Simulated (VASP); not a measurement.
# SrO (P6_3mc) in VASP: a series of runs, part 2 of 2

VASP 6.6.1. Earlier steps stand in the parts before.

## (4) Single point, PBE (atoms displaced along a vibrational mode, the cell strained)

Input file INCAR:

```
PREC = Accurate
ENCUT = 520
EDIFF = 1E-7
ISMEAR = 0
SIGMA = 0.05
LREAL = False
LASPH = True
NELM = 100
ALGO = Normal
ISIF = 2
LWAVE = False
LCHARG = False
GGA = PE
NBANDS = 24
```

Input file KPOINTS:

```
regular mesh
0
Gamma
  9 9 4
```

Input file POSCAR:

```
SrO
1.0
    3.4875241810      0.0000000000      0.0000000000
   -1.7437620905      3.0202845370      0.0000000000
    0.0000000000      0.0000000000      6.0865560946
Sr O
2 2
Direct
    0.3333333333      0.6666666667      0.2525973803
    0.6666666667      0.3333333333      0.7525973803
    0.0000000000      0.0000000000     -0.0142247929
    0.0000000000      0.0000000000      0.4857752071
```

Potentials or basis: VASP PAW PBE potentials, release 64 (Sr_sv, O).

Run with:

```sh
cat potpaw_PBE.64/Sr_sv/POTCAR potpaw_PBE.64/O/POTCAR > POTCAR
mpirun -np 1 vasp_std > vasp.out
```

OUTCAR:

```text
PREC = Accurate
   ENCUT = 520
   EDIFF = 1E-7
   ISMEAR = 0
   LREAL = False
   LASPH = True
   NELM = 100
   ISIF = 2
   GGA = PE

 ion  position               nearest neighbor table
   1  0.333  0.667  0.253-   4 2.46   4 2.46   4 2.46   3 2.59   3 2.59   3 2.59   2 3.65   2 3.65
                             2 3.65   2 3.65   2 3.65   2 3.65   2 5.05   2 5.05   2 5.05   2 5.05
   2  0.667  0.333  0.753-   3 2.46   3 2.46   3 2.46   4 2.59   4 2.59   4 2.59   1 3.65   1 3.65
                             1 3.65   1 3.65   1 3.65   1 3.65   1 5.05   1 5.05   1 5.05   1 5.05
   3  0.000  0.000  0.986-   2 2.46   2 2.46   2 2.46   1 2.59   1 2.59   1 2.59
[... 855 lines left out ...]
  -------------------------------------------------------------------------------------
  Total        3.2460690      3.2460690      3.6642098      0.0000000     -0.0000000     -0.0000000
  in kB       81.1206854     81.1206854     91.5702069      0.0000000     -0.0000000     -0.0000000
  external PRESSURE =      84.6038593 kB  Pullay stress =       0.0000000 kB

 VOLUME and BASIS-vectors are now :
 -----------------------------------------------------------------------------
  energy-cutoff  :      520.00
  volume of cell :       64.11
      direct lattice vectors                 reciprocal lattice vectors
     3.487524181  0.000000000  0.000000000     0.286736363  0.165547316  0.000000000
    -1.743762090  3.020284537  0.000000000     0.000000000  0.331094633  0.000000000
     0.000000000  0.000000000  6.086556095     0.000000000  0.000000000  0.164296522

 POSITION                                       TOTAL-FORCE (eV/Angst)
 -----------------------------------------------------------------------------------
     -0.00000      2.01352      1.53745        -0.000000      0.000000     -0.344770
      1.74376      1.00676      4.58073         0.000000     -0.000000     -0.344770
      0.00000      0.00000      5.99998        -0.000000     -0.000000      0.344770
      0.00000      0.00000      2.95670         0.000000      0.000000      0.344770
 -----------------------------------------------------------------------------------
    total drift:                               -0.000000     -0.000000      0.000271

  FREE ENERGIE OF THE ION-ELECTRON SYSTEM (eV)
  ---------------------------------------------------
  free  energy   TOTEN  =       -23.5817061765 eV

  energy  without entropy=      -23.5817061765  energy(sigma->0) =      -23.58170618
```

OSZICAR:

```text
N       E                     dE             d eps       ncg     rms          rms(c)
DAV:   1     0.170225748671E+03    0.17023E+03   -0.16285E+04  1728   0.127E+03
DAV:   2    -0.184358073489E+02   -0.18866E+03   -0.17764E+03  2392   0.288E+02
DAV:   3    -0.280321026870E+02   -0.95963E+01   -0.95244E+01  2664   0.575E+01
DAV:   4    -0.282862266549E+02   -0.25412E+00   -0.25406E+00  2304   0.734E+00
DAV:   5    -0.282887785521E+02   -0.25519E-02   -0.25518E-02  2392   0.763E-01    0.260E+01
DAV:   6    -0.237390998194E+02    0.45497E+01   -0.19190E+01  1848   0.253E+01    0.301E+01
DAV:   7    -0.236528313405E+02    0.86268E-01   -0.14955E+00  2512   0.666E+00    0.200E+01
DAV:   8    -0.235977745777E+02    0.55057E-01   -0.62317E-01  1752   0.520E+00    0.256E+00
DAV:   9    -0.235788370944E+02    0.18937E-01   -0.86869E-02  2360   0.199E+00    0.504E-01
DAV:  10    -0.235811595484E+02   -0.23225E-02   -0.87606E-03  2192   0.546E-01    0.214E-01
DAV:  11    -0.235816352599E+02   -0.47571E-03   -0.14173E-03  2008   0.219E-01    0.437E-02
DAV:  12    -0.235817104223E+02   -0.75162E-04   -0.14778E-04  2368   0.690E-02    0.491E-02
DAV:  13    -0.235817057744E+02    0.46480E-05   -0.19609E-05  2088   0.307E-02    0.130E-02
DAV:  14    -0.235817065196E+02   -0.74521E-06   -0.36604E-06  2240   0.113E-02    0.255E-03
DAV:  15    -0.235817063225E+02    0.19706E-06   -0.16119E-07  1896   0.250E-03    0.772E-04
DAV:  16    -0.235817061918E+02    0.13070E-06   -0.17550E-08  1200   0.998E-04    0.295E-04
DAV:  17    -0.235817061765E+02    0.15349E-07   -0.64410E-09  1160   0.483E-04
   1 F= -.23581706E+02 E0= -.23581706E+02  d E =-.408769E-12
```

stdout:

```text
POSCAR found type information on POSCAR SrO
 POSCAR found :  2 types and       4 ions
 scaLAPACK will be used
 LDA part: xc-table for (Slater+PW92), standard interpolation
 POSCAR, INCAR and KPOINTS ok, starting setup
 FFT: planning ... GRIDC
 FFT: planning ... GRID_SOFT
 FFT: planning ... GRID
 WAVECAR not read
 entering main loop
```

It took 64 s on 1 thread of Intel Xeon 6975P-C (Granite Rapids), shared host; peak memory 0.21 GiB.

Results:

| Property | Result |
| --- | --- |
| Free energy | -23.5817 eV |
| Pressure | 8.5 GPa |
| Largest force | 0.345 eV/Å |
| Band gap on the k mesh | 3.20 eV (least direct gap 3.43 eV) |

Forces in eV/Å, atoms in the order of the input:
```
Sr   0.000  0.000 -0.345
Sr   0.000  0.000 -0.345
O    0.000  0.000  0.345
O    0.000  0.000  0.345
```

Caveat: the cell differs from its parent crystal (atoms displaced along a vibrational mode, the cell strained); the cell stands under pressure; an odd mesh through Γ misses points on the zone boundary, where band edges can lie.

## (5) Summary

| cell | gap on the mesh (eV) | pressure (GPa) | largest force (eV/Å) |
| --- | --- | --- | --- |
| a = 3.666, b = 3.666, c = 6.399 Å, angles 90.0, 90.0, 120.0°, 4 atoms, atomic positions A | 2.57 | -4.7 | 0.04 |
| a = 3.488, b = 3.488, c = 6.087 Å, angles 90.0, 90.0, 120.0°, 4 atoms, atomic positions A | 3.10 | 8.1 | 0.11 |
| a = 3.488, b = 3.488, c = 6.087 Å, angles 90.0, 90.0, 120.0°, 4 atoms, atomic positions B | 3.20 | 8.5 | 0.34 |

Alike in all rows: task single point; level PBE; potentials or basis VASP PAW PBE potentials, release 64 (Sr_sv, O); no spin polarisation; k mesh 9 × 9 × 4; cutoff (eV) 520; smearing gaussian 0.05 eV.

Caveats: an odd mesh through Γ misses points on the zone boundary, where band edges can lie; the cell stands under pressure (at least some runs); the cell stands under tension (at least some runs).

Total energies depend on the potentials used, so only differences within one code and one set of settings carry meaning.
